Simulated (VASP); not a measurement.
# BN (P6_3mc) in VASP: a series of runs

The runs below take BN through single point, with LDA.

Everything below comes from runs of VASP 6.6.1. Logs are shortened: lines on timing, memory, paths and dates and some standing lists are left out, and cuts for length are marked.

### Step 1. The cell of the first run

It takes space group P6_3mc (No. 186, hexagonal). Conventional cell: a = 2.536 Å, b = 2.536 Å, c = 4.157 Å, α = 90.00°, β = 90.00°, γ = 120.00°. B (site symmetry 3m) has 4 N at 1.55 to 1.56 Å within 2.1 Å. N (site symmetry 3m) has 4 B at 1.55 to 1.56 Å within 2.1 Å.

### Step 2. Single point, LDA

Contents of INCAR:

```
PREC = Accurate ; ENCUT = 520
EDIFF = 1E-6 ; ISMEAR = -1
SIGMA = 0.05 ; LREAL = F
LASPH = T ; NELM = 60
ALGO = Normal ; ISIF = 2
LWAVE = F ; LCHARG = T
GGA = CA ; LELF = T
LVHAR = T ; NBANDS = 16
```

Contents of KPOINTS:

```
regular mesh
0
Gamma
  12 12 6
```

Contents of POSCAR:

```
BN
1.0
    2.5360000000      0.0000000000      0.0000000000
   -1.2680000000      2.1962400000      0.0000000000
    0.0000000000      0.0000000000      4.1570100000
B N
2 2
Direct
    0.6666666667      0.3333333333      0.0000000000
    0.3333333333      0.6666666667      0.5000000000
    0.6666666667      0.3333333333      0.3750000000
    0.3333333333      0.6666666667      0.8750000000
```

Potentials or basis: VASP PAW LDA potentials, release 64 (B, N).

The run is started by

```console
$ cat potpaw_LDA.64/B/POTCAR potpaw_LDA.64/N/POTCAR > POTCAR
$ mpirun -np 1 vasp_std > vasp.out
```

OUTCAR:

```text
PREC = Accurate
   ENCUT = 520
   EDIFF = 1E-6
   ISMEAR = -1
   LREAL = F
   LASPH = T
   NELM = 60
   ISIF = 2
   GGA = CA

 ion  position               nearest neighbor table
   1  0.667  0.333  0.000-   4 1.55   4 1.55   4 1.55   3 1.56
   2  0.333  0.667  0.500-   3 1.55   3 1.55   3 1.55   4 1.56
   3  0.667  0.333  0.375-   2 1.55   2 1.55   2 1.55   1 1.56
   4  0.333  0.667  0.875-   1 1.55   1 1.55   1 1.55   2 1.56

  LATTYP: Found a hexagonal cell.
 ALAT       =     2.5360000000
 C/A-ratio  =     1.6391995268

  Lattice vectors:

 A1 = (   2.5360000000,   0.0000000000,   0.0000000000)
 A2 = (  -1.2680000000,   2.1962400000,   0.0000000000)
 A3 = (   0.0000000000,   0.0000000000,   4.1570100000)

Analysis of symmetry for initial positions (statically):
=====================================================================
 Subroutine PRICEL returns:
 Original cell was already a primitive cell.

 Routine SETGRP: Setting up the symmetry group for a
 hexagonal supercell.

 Subroutine GETGRP returns: Found 12 space group operations
 (whereof  6 operations were pure point group operations)
 out of a pool of 24 trial point group operations.

The static configuration has the point symmetry C_3v.
 The point group associated with its full space group is C_6v.

Analysis of symmetry for dynamics (positions and initial velocities):
=====================================================================
 Subroutine PRICEL returns:
 Original cell was already a primitive cell.

 Routine SETGRP: Setting up the symmetry group for a
 hexagonal supercell.

 Subroutine GETGRP returns: Found 12 space group operations
 (whereof  6 operations were pure point group operations)
 out of a pool of 24 trial point group operations.

The dynamic configuration has the point symmetry C_3v.
 The point group associated with its full space group is C_6v.

 Subroutine INISYM returns: Found 12 space group operations
 (whereof  6 operations are pure point group operations),
 and found     1 'primitive' translations

----------------------------------------------------------------------------------------

                                     Primitive cell

  volume of cell :      23.1532

  direct lattice vectors                    reciprocal lattice vectors
     2.536000000  0.000000000  0.000000000     0.394321767  0.227661822  0.000000000
    -1.268000000  2.196240000  0.000000000     0.000000000  0.455323644  0.000000000
     0.000000000  0.000000000  4.157010000     0.000000000  0.000000000  0.240557516

  length of vectors
     2.536000000  2.535999633  4.157010000     0.455323578  0.455323644  0.240557516

  position of ions in fractional coordinates (direct lattice)
     0.666666667  0.333333333  0.000000000
     0.333333333  0.666666667  0.500000000
     0.666666667  0.333333333  0.375000000
     0.333333333  0.666666667  0.875000000

  ion indices of the primitive-cell ions
   primitive index   ion index
                 1           1
                 2           2
                 3           3
                 4           4

----------------------------------------------------------------------------------------

 KPOINTS: regular mesh

Automatic generation of k-mesh.
 Grid dimensions read from file:
 generate k-points for:   12   12    6

 Generating k-lattice:

  Cartesian coordinates                     Fractional coordinates (reciprocal lattice)
     0.032860147  0.018971819  0.000000000     0.083333333 -0.000000000  0.000000000
     0.000000000  0.037943637  0.000000000     0.000000000  0.083333333  0.000000000
     0.000000000  0.000000000  0.040092919     0.000000000  0.000000000  0.166666667

  Length of vectors
     0.037943632  0.037943637  0.040092919

  Shift w.r.t. Gamma in fractional coordinates (k-lattice)
     0.000000000  0.000000000  0.000000000

 Subroutine IBZKPT returns following result:
 ===========================================

 Found     76 irreducible k-points:

 Following reciprocal coordinates:
            Coordinates               Weight
  0.000000  0.000000  0.000000      1.000000
  0.083333 -0.000000  0.000000      6.000000
  0.166667  0.000000  0.000000      6.000000
  0.250000 -0.000000  0.000000      6.000000
  0.333333 -0.000000  0.000000      6.000000
  0.416667 -0.000000  0.000000      6.000000
[... 16 lines left out ...]
  0.250000 -0.000000  0.166667     12.000000
  0.333333 -0.000000  0.166667     12.000000
 [... further k-points ...]
   k-points           NKPTS =     76   k-points in BZ     NKDIM =     76   number of bands    NBANDS=     16
   number of dos      NEDOS =    301   number of ions     NIONS =      4
   total plane-waves  NPLWV =  12800
   dimension x,y,z NGX =    20 NGY =   20 NGZ =   32
   dimension x,y,z NGXF=    40 NGYF=   40 NGZF=   64
   ions per type =               2   2
   NGX,Y,Z   is equivalent  to a cutoff of  13.11, 13.11, 12.80 a.u.
   NGXF,Y,Z  is equivalent  to a cutoff of  26.22, 26.22, 25.59 a.u.
 SYSTEM =  unknown system
   PREC   = accura    normal or accurate (medium, high low for compatibility)
   ISTART =      0    job   : 0-new  1-cont  2-samecut
   ICHARG =      2    charge: 1-file 2-atom 10-const
   ISPIN  =      1    spin polarized calculation?
   LNONCOLLINEAR =      F non collinear calculations
   LSORBIT =      F    spin-orbit coupling
   LASPH  =      T    aspherical Exc in radial PAW
   ENCUT  =  520.0 eV  38.22 Ry    6.18 a.u.   4.72  4.72  7.73*2*pi/ulx,y,z
   NELM   =     60;   NELMIN=  2; NELMDL= -5     # of ELM steps
   EDIFF  = 0.1E-05   stopping-criterion for ELM
   LREAL  =      F    real-space projection
   EDIFFG = 0.1E-04   stopping-criterion for IOM
   NSW    =      0    number of steps for IOM
   IBRION =     -1    ionic relax: 0-MD 1-quasi-New 2-CG
   NFREE  =      0    steps in history (QN), initial steepest desc. (CG)
   ISIF   =      2    stress and relaxation
   ISYM   =      2    0-nonsym 1-usesym 2-fastsym
   POTIM  = 0.5000    time-step for ionic-motion
   TEBEG  =    0.0;   TEEND  =   0.0 temperature during run
   PSTRESS=    0.0 pullay stress
   NELECT =      16.0000    total number of electrons
   NUPDOWN=      -1.0000    fix difference up-down
   EMIN   =  10.00;   EMAX   =-10.00  energy-range for DOS
   EFERMI =   0.00;   METHOD = LEGACY
   ISMEAR =    -1;   SIGMA  =   0.05  broadening in eV -4-tet -1-fermi 0-gaus
   EFERMI_NEDOS =   21; number of points for ismear=-14 and -15
   IALGO  =     38    algorithm
   IMIX   =      4    mixing-type and parameters
     AMIX     =   0.40;   BMIX     =  1.00
     AMIX_MAG =   1.60;   BMIX_MAG =  1.00
  volume/ion in A,a.u.               =       5.79        39.06
  Fermi-wavevector in a.u.,A,eV,Ry     =   1.447365  2.735124 28.502382  2.094866
  Thomas-Fermi vector in A             =   2.565328
   LORBIT       =      0    0 simple, 1 ext, 2 COOP (PROOUT), +10 PAW based schemes
   GGA     = CA    functional components
   LHFCALC =     F    Hartree Fock is set to
   AEXX    =    0.0000 exact exchange contribution
   IVDW    =     0    specifies the selected vdW correction
   LEPSILON=     F    determine dielectric tensor
   LRPA    =     F    only Hartree local field effects (RPA)
 non-spin polarized calculation
  energy-cutoff  :      520.00
  volume of cell :       23.15
 maximum number of plane-waves:       640
 NGX is ok and might be reduce to    20
   NGX =  9   NGY =  9   NGZ = 15

 number of electron      16.0000000 magnetization

 Free energy of the ion-electron system (eV)
  ---------------------------------------------------
  ext. energy  EPLUGINS =         0.00000000
  ---------------------------------------------------
  free energy    TOTEN  =       -38.75127423 eV

  energy without entropy =      -38.75127423  energy(sigma->0) =      -38.75127423

 E-fermi :   8.7768     XC(G=0): -13.1931

 val. band max:        7.7905780909   @ k =   0.0000   0.0000   0.0000
 cond. band min:      12.7763930553   @ k =   0.3333   0.3333   0.0000
 fundamental gap:      4.9858149645
 Fermi energy:         8.7768346888

 k-point     1 :       0.0000    0.0000    0.0000
  band No.  band energies     occupation
      1     -12.6758      2.00000
      2      -8.2795      2.00000
      3      -3.3080      2.00000
      4       5.5500      2.00000
      5       5.5500      2.00000
      6       7.5660      2.00000
[... 8 lines left out ...]
     15      19.7095      0.00000
     16      24.1469      0.00000

 k-point     2 :       0.0833   -0.0000    0.0000
  band No.  band energies     occupation
      1     -12.5226      2.00000
      2      -8.1621      2.00000
      3      -3.1576      2.00000
      4       4.8601      2.00000
      5       5.2600      2.00000
      6       7.2219      2.00000
[... 8 lines left out ...]
     15      20.1568      0.00000
     16      23.9022      0.00000

 k-point     3 :       0.1667    0.0000    0.0000
  band No.  band energies     occupation
      1     -12.0676      2.00000
      2      -7.8260      2.00000
      3      -2.7121      2.00000
      4       3.1947      2.00000
      5       4.5814      2.00000
      6       5.8263      2.00000
[... 8 lines left out ...]
     15      21.3201      0.00000
     16      23.1641      0.00000

 k-point     4 :       0.2500   -0.0000    0.0000
  band No.  band energies     occupation
      1     -11.3267      2.00000
      2      -7.3351      2.00000
      3      -1.9928      2.00000
      4       1.2173      2.00000
      5       3.8243      2.00000
      6       4.0676      2.00000
[... 8 lines left out ...]
     15      22.8255      0.00000
     16      23.3148      0.00000
[... 324 lines left out ...]
 k-point    22 :       0.1667    0.0000    0.1667
  band No.  band energies     occupation
      1     -11.8989      2.00000
      2      -8.4130      2.00000
      3      -1.8569      2.00000
      4       3.3454      2.00000
      5       4.7191      2.00000
      6       5.3748      2.00000
[... 8 lines left out ...]
     15      20.9909      0.00000
     16      23.2344      0.00000

 k-point    23 :       0.2500   -0.0000    0.1667
  band No.  band energies     occupation
      1     -11.1628      2.00000
      2      -7.8571      2.00000
      3      -1.2934      2.00000
      4       1.4439      2.00000
      5       3.6081      2.00000
      6       3.9695      2.00000
[... 8 lines left out ...]
     15      22.4790      0.00000
     16      23.4512      0.00000

 k-point    24 :       0.3333   -0.0000    0.1667
  band No.  band energies     occupation
      1     -10.1840      2.00000
      2      -7.2608      2.00000
      3      -1.1852      2.00000
      4       0.3369      2.00000
      5       1.8127      2.00000
      6       3.3385      2.00000
[... 8 lines left out ...]
     15      23.8946      0.00000
     16      24.2844      0.00000

 [... further k-points ...]
[... 5 lines left out ...]
  --------------------------------------------------------------------------------------
  -------------------------------------------------------------------------------------
  Total       -0.6329790     -0.6329787      0.7265767      0.0000000      0.0000000      0.0000000
  in kB      -43.8015780    -43.8015611     50.2784556      0.0000000      0.0000000      0.0000000
  external PRESSURE =     -12.4415612 kB  Pullay stress =       0.0000000 kB

 VOLUME and BASIS-vectors are now :
 -----------------------------------------------------------------------------
  energy-cutoff  :      520.00
  volume of cell :       23.15
      direct lattice vectors                 reciprocal lattice vectors
     2.536000000  0.000000000  0.000000000     0.394321767  0.227661822  0.000000000
    -1.268000000  2.196240000  0.000000000     0.000000000  0.455323644  0.000000000
     0.000000000  0.000000000  4.157010000     0.000000000  0.000000000  0.240557516

 POSITION                                       TOTAL-FORCE (eV/Angst)
 -----------------------------------------------------------------------------------
      1.26800      0.73208      0.00000        -0.000000     -0.000000      0.037529
     -0.00000      1.46416      2.07850         0.000000      0.000000      0.037529
      1.26800      0.73208      1.55888         0.000000     -0.000000     -0.037529
     -0.00000      1.46416      3.63738         0.000000      0.000000     -0.037529
 -----------------------------------------------------------------------------------
    total drift:                                0.000000      0.000000     -0.000382

  FREE ENERGIE OF THE ION-ELECTRON SYSTEM (eV)
  ---------------------------------------------------
  free  energy   TOTEN  =       -38.7512742287 eV

  energy  without entropy=      -38.7512742287  energy(sigma->0) =      -38.75127423
```

Wall time 17 s (1 thread of Intel Xeon Platinum 8488C (Sapphire Rapids), shared host); peak memory 0.13 GiB.

Results:

```yaml
Free_energy: -38.7513 eV
Pressure: -1.2 GPa
Largest_force: 0.038 eV/Å
Band_gap_on_the_k_mesh: 4.99 eV, indirect (least direct gap 8.22 eV)
```

Forces on the atoms (eV/Å):
```
B    0.000  0.000  0.038
B    0.000  0.000  0.038
N    0.000  0.000 -0.038
N    0.000  0.000 -0.038
```

Stress tensor (GPa, compression positive):
```
-4.38  0.00  0.00
 0.00 -4.38  0.00
 0.00  0.00  5.03
```

Levels at points of the mesh, in eV from the valence-band top:
```
           k point  band 4  band 5  band 6  band 7  band 8  band 9  band 10  band 11  band 12  band 13
(0.00, 0.00, 0.00)   -2.24   -2.24   -0.22    0.00    0.00    8.25     8.25     8.88     9.68    11.07
(0.50, 0.00, 0.00)   -7.81   -7.01   -5.16   -4.56   -2.13    6.60     7.96    10.55    11.58    13.33
(0.00, 0.00, 0.50)   -5.68   -1.25   -1.25   -1.25   -1.25    9.53     9.53     9.86     9.86     9.86
(0.50, 0.00, 0.50)  -10.18   -3.88   -3.88   -3.58   -3.58    6.60     6.60    10.16    10.16    14.35
```

(Part 1 of 2 ends here.)
